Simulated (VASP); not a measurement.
# Cu2O (Pn-3m) in VASP: single point with PBE

Aim: the single point of Cu2O with PBE.

All numbers are computed with VASP 6.6.1; they aren't measurements. Logs are shortened: lines on timing, memory, paths and dates and some standing lists are left out, and cuts for length are marked.

### 1 The cell of the first run

Symmetry: Pn-3m, No. 224, cubic system. Conventional cell: a = 4.260 Å, b = 4.260 Å, c = 4.260 Å, α = 90.00°, β = 90.00°, γ = 90.00°. Within 2.4 Å of Cu (site symmetry -3m) lie 2 O at 1.84 Å. Within 2.4 Å of O (site symmetry -43m) lie 4 Cu at 1.84 Å.

### 2 Single point, PBE, non-collinear spin, zero start, spin-orbit coupling

INCAR

```
SYSTEM = Cu2O
ALGO = Normal
EDIFF = 1E-6
ENCUT = 600
GGA = PE
GGA_COMPAT = .False.
ISIF = 2
ISMEAR = 0
LASPH = .True.
LCHARG = .False.
LMAXMIX = 4
LORBIT = 11
LORBMOM = .True.
LREAL = .False.
LSORBIT = .True.
LWAVE = .False.
MAGMOM = 0 0 0 0 0 0 0 0 0 0 0 0 0 0 0 0 0 0
NBANDS = 72
NELM = 200
PREC = Accurate
SIGMA = 0.01
```

KPOINTS

```
k-points
0
Gamma
  8 8 8
  0 0 0
```

POSCAR

```
Cu2O
1.0
    4.2600000000      0.0000000000      0.0000000000
    0.0000000000      4.2600000000      0.0000000000
    0.0000000000      0.0000000000      4.2600000000
Cu O
4 2
Direct
    0.2500000000      0.2500000000      0.2500000000
    0.2500000000      0.7500000000      0.7500000000
    0.7500000000      0.7500000000      0.2500000000
    0.7500000000      0.2500000000      0.7500000000
    0.0000000000      0.0000000000      0.0000000000
    0.5000000000      0.5000000000      0.5000000000
```

Potentials or basis: VASP PAW PBE potentials, release 64 (Cu, O).

Run with:

```
> cat potpaw_PBE.64/Cu/POTCAR potpaw_PBE.64/O/POTCAR > POTCAR
> mpirun -np 1 vasp_ncl > vasp.out
```

OUTCAR:

```text
SYSTEM = Cu2O
   EDIFF = 1E-6
   ENCUT = 600
   GGA = PE
   ISIF = 2
   ISMEAR = 0
   LASPH = .True.
   LORBIT = 11
   LREAL = .False.
   LSORBIT = .True.
   NELM = 200
   PREC = Accurate

 ion  position               nearest neighbor table
   1  0.250  0.250  0.250-   5 1.84   6 1.84
   2  0.250  0.750  0.750-   5 1.84   6 1.84
   3  0.750  0.750  0.250-   5 1.84   6 1.84
   4  0.750  0.250  0.750-   5 1.84   6 1.84
   5  0.000  0.000  0.000-   1 1.84   2 1.84   3 1.84   4 1.84
   6  0.500  0.500  0.500-   1 1.84   2 1.84   3 1.84   4 1.84

  LATTYP: Found a simple cubic cell.
 ALAT       =     4.2600000000

  Lattice vectors:

 A1 = (   4.2600000000,   0.0000000000,   0.0000000000)
 A2 = (   0.0000000000,   4.2600000000,   0.0000000000)
 A3 = (   0.0000000000,   0.0000000000,   4.2600000000)

Analysis of symmetry for initial positions (statically):
=====================================================================
 Subroutine PRICEL returns:
 Original cell was already a primitive cell.

 Routine SETGRP: Setting up the symmetry group for a
 simple cubic supercell.

 Subroutine GETGRP returns: Found 48 space group operations
 (whereof 24 operations were pure point group operations)
 out of a pool of 48 trial point group operations.

The static configuration has the point symmetry T_d .
 The point group associated with its full space group is O_h .

Analysis of symmetry for dynamics (positions and initial velocities):
=====================================================================
 Subroutine PRICEL returns:
 Original cell was already a primitive cell.

 Routine SETGRP: Setting up the symmetry group for a
 simple cubic supercell.

 Subroutine GETGRP returns: Found 48 space group operations
 (whereof 24 operations were pure point group operations)
 out of a pool of 48 trial point group operations.

The dynamic configuration has the point symmetry T_d .
 The point group associated with its full space group is O_h .

Analysis of structural, dynamic, and magnetic symmetry:
=====================================================================
 Subroutine PRICEL returns:
 Original cell was already a primitive cell.

 Routine SETGRP: Setting up the symmetry group for a
 simple cubic supercell.

 Subroutine GETGRP returns: Found 48 space group operations
 (whereof 24 operations were pure point group operations)
 out of a pool of 48 trial point group operations.

The overall configuration has the point symmetry T_d .
 The point group associated with its full space group is O_h .

[... 1909 lines left out ...]
 orbital moment (x)

 # of ion     p       d       tot
 ----------------------------------------
  1         0.000   0.000   0.000
  2        -0.000   0.000   0.000
  3         0.000   0.000   0.000
  4        -0.000  -0.000  -0.000
  5        -0.000   0.000  -0.000
  6        -0.000   0.000  -0.000
 ----------------------------------------
           -0.000   0.000   0.000

 orbital moment (y)

 # of ion     p       d       tot
 ----------------------------------------
  1         0.000  -0.000  -0.000
  2        -0.000   0.000   0.000
  3        -0.000   0.000   0.000
  4         0.000   0.000   0.000
  5        -0.000   0.000  -0.000
  6        -0.000   0.000  -0.000
 ----------------------------------------
           -0.000   0.000   0.000

 orbital moment (z)

 # of ion     p       d       tot
 ----------------------------------------
  1        -0.000   0.000  -0.000
  2         0.000  -0.000  -0.000
  3        -0.000  -0.000  -0.000
  4        -0.000   0.000   0.000
  5         0.000   0.000   0.000
  6         0.000   0.000   0.000
 ----------------------------------------
           -0.000   0.000  -0.000

 Spin-Orbit-Coupling matrix elements

 Ion:    1  E_soc:     -0.0123351
 l=   1
     0.0000000    -0.0002153    -0.0002153
    -0.0002153     0.0000000    -0.0002153
    -0.0002153    -0.0002153     0.0000000
 l=   2
     0.0000000    -0.0004689     0.0000000    -0.0004689    -0.0013716
    -0.0004689     0.0000000    -0.0010287    -0.0004689    -0.0003429
     0.0000000    -0.0010287     0.0000000    -0.0010287     0.0000000
    -0.0004689    -0.0004689    -0.0010287     0.0000000    -0.0003429
    -0.0013716    -0.0003429     0.0000000    -0.0003429     0.0000000
 l=   3
     0.0000000     0.0000000     0.0000000     0.0000000     0.0000000     0.0000000     0.0000000
     0.0000000     0.0000000     0.0000000     0.0000000     0.0000000     0.0000000     0.0000000
     0.0000000     0.0000000     0.0000000     0.0000000     0.0000000     0.0000000     0.0000000
     0.0000000     0.0000000     0.0000000     0.0000000     0.0000000     0.0000000     0.0000000
[... 89 lines left out ...]
 l=   2
     0.0000000     0.0000000     0.0000000     0.0000000     0.0000000
     0.0000000     0.0000000     0.0000000     0.0000000     0.0000000
     0.0000000     0.0000000     0.0000000     0.0000000     0.0000000
     0.0000000     0.0000000     0.0000000     0.0000000     0.0000000
     0.0000000     0.0000000     0.0000000     0.0000000     0.0000000
 l=   3
     0.0000000     0.0000000     0.0000000     0.0000000     0.0000000     0.0000000     0.0000000
     0.0000000     0.0000000     0.0000000     0.0000000     0.0000000     0.0000000     0.0000000
     0.0000000     0.0000000     0.0000000     0.0000000     0.0000000     0.0000000     0.0000000
     0.0000000     0.0000000     0.0000000     0.0000000     0.0000000     0.0000000     0.0000000
     0.0000000     0.0000000     0.0000000     0.0000000     0.0000000     0.0000000     0.0000000
     0.0000000     0.0000000     0.0000000     0.0000000     0.0000000     0.0000000     0.0000000
     0.0000000     0.0000000     0.0000000     0.0000000     0.0000000     0.0000000     0.0000000

 total charge

# of ion       s       p       d       tot
------------------------------------------
    1        0.426   0.327   9.226   9.978
    2        0.426   0.327   9.226   9.978
    3        0.426   0.327   9.226   9.978
    4        0.426   0.327   9.226   9.978
    5        1.541   3.487   0.000   5.029
    6        1.541   3.487   0.000   5.029
--------------------------------------------------
tot          4.785   8.281  36.904  49.971

 magnetization (x)

# of ion       s       p       d       tot
------------------------------------------
    1        0.000   0.000   0.000   0.000
    2        0.000  -0.000  -0.000  -0.000
    3        0.000  -0.000   0.000  -0.000
    4       -0.000   0.000   0.000  -0.000
    5       -0.000  -0.000   0.000  -0.000
    6       -0.000  -0.000   0.000  -0.000
--------------------------------------------------
tot         -0.000  -0.000  -0.000  -0.000

 magnetization (y)

# of ion       s       p       d       tot
------------------------------------------
    1        0.000   0.000   0.000   0.000
    2        0.000   0.000   0.000   0.000
    3       -0.000   0.000   0.000   0.000
    4        0.000  -0.000  -0.000  -0.000
    5       -0.000   0.000   0.000  -0.000
    6        0.000  -0.000   0.000  -0.000
--------------------------------------------------
tot         -0.000  -0.000   0.000  -0.000

 magnetization (z)

# of ion       s       p       d       tot
------------------------------------------
    1        0.000  -0.000  -0.000  -0.000
    2        0.000  -0.000  -0.000  -0.000
    3        0.000   0.000   0.000   0.000
    4        0.000   0.000  -0.000  -0.000
    5       -0.000  -0.000   0.000  -0.000
    6       -0.000  -0.000   0.000  -0.000
--------------------------------------------------
tot         -0.000  -0.000  -0.000  -0.000
```

OSZICAR:

```text
N       E                     dE             d eps       ncg     rms          rms(c)
DAV:   1     0.689632084196E+03    0.68963E+03   -0.25748E+04  5048   0.273E+03
DAV:   2     0.133699927530E+03   -0.55593E+03   -0.51927E+03  5040   0.597E+02
DAV:   3    -0.137587467808E+02   -0.14746E+03   -0.13526E+03  5816   0.291E+02
DAV:   4    -0.329281624396E+02   -0.19169E+02   -0.18293E+02  7560   0.114E+02
DAV:   5    -0.334204596605E+02   -0.49230E+00   -0.48929E+00  7048   0.236E+01    0.185E+01
DAV:   6    -0.303693221078E+02    0.30511E+01   -0.51100E+01  6656   0.139E+02    0.122E+01
DAV:   7    -0.272074448709E+02    0.31619E+01   -0.13295E+01  6464   0.908E+01    0.321E+00
DAV:   8    -0.273182268288E+02   -0.11078E+00   -0.18403E+00  6688   0.782E+00    0.164E+00
DAV:   9    -0.272904618351E+02    0.27765E-01   -0.67475E-02  7136   0.408E+00    0.583E-01
DAV:  10    -0.272857998418E+02    0.46620E-02   -0.31065E-02  6672   0.277E+00    0.313E-01
DAV:  11    -0.272844265525E+02    0.13733E-02   -0.73830E-03  7616   0.117E+00    0.782E-02
DAV:  12    -0.272843666313E+02    0.59921E-04   -0.10975E-03  6656   0.314E-01    0.332E-02
DAV:  13    -0.272843728431E+02   -0.62119E-05   -0.23404E-04  6776   0.173E-01    0.134E-02
DAV:  14    -0.272843713043E+02    0.15389E-05   -0.86148E-06  6288   0.435E-02    0.306E-03
DAV:  15    -0.272843712494E+02    0.54887E-07   -0.10806E-06  3376   0.226E-02
   1 F= -.27284371E+02 E0= -.27284371E+02  d E =-.177172E-18  mag=    -0.0000    -0.0000    -0.0000
```

stdout:

```text
POSCAR found type information on POSCAR CuO
 POSCAR found :  2 types and       6 ions
 scaLAPACK will be used
 LDA part: xc-table for (Slater+PW92), standard interpolation
 POSCAR, INCAR and KPOINTS ok, starting setup
 FFT: planning ... GRIDC
 FFT: planning ... GRID_SOFT
 FFT: planning ... GRID
 WAVECAR not read
 entering main loop
```

It took 6.2 min on 1 thread of Oxide Virtual Turin-like, shared host; peak memory 0.54 GiB.

What came out:

```yaml
Free_energy: -27.2844 eV
Pressure: 4.0 GPa
Net_moment: 0.00 μB per cell
Valence_electrons_inside_the_program's_atomic_spheres: Cu 9.98; O 5.03
```

Moments on the atoms (μB; x, y, z):
```
Cu  0.00 0.00 0.00
Cu  0.00 0.00 0.00
Cu  0.00 0.00 0.00
Cu  0.00 0.00 0.00
O   0.00 0.00 0.00
O   0.00 0.00 0.00
```

Caveat: the cell stands under pressure.
